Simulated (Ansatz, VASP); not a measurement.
# ZnSnN2 in VASP and in Ansatz

```
Zn Sn N
1.0
     1.58369    0.91434    5.14982
    -1.58369    0.91434    5.14982
     0.00000   -1.82868    5.14982
Zn Sn N
1 1 2
Direct
  0.00000 0.00000 0.00000
  0.50000 0.50000 0.50000
  0.24647 0.24647 0.24647
  0.75353 0.75353 0.75353
```

Alike in both runs: task single point; functional r2SCAN; k mesh 8 × 8 × 8; no spin polarisation.

|  | VASP | Ansatz |
| --- | --- | --- |
| version | VASP 6.6.1 | Ansatz 0.2.0 |
| potentials or method | VASP PAW PBE potentials, release 64 (Zn, Sn_d, N) | plane waves, PAW |
| plane-wave cutoff (eV) | 520 | 500 |
| occupations | gaussian, width 0.01 eV | fixed |
| valence electrons in the cell | 36 | 36 |

Ansatz gave:

| Property | Result |
| --- | --- |
| gap on the k mesh at the Fermi level (eV) | 1.21 |

Task: Estimate VASP's values.

Result: gap on the k mesh at the Fermi level (eV): 1.24.

VASP's potentials were made for PBE, not for r2SCAN.
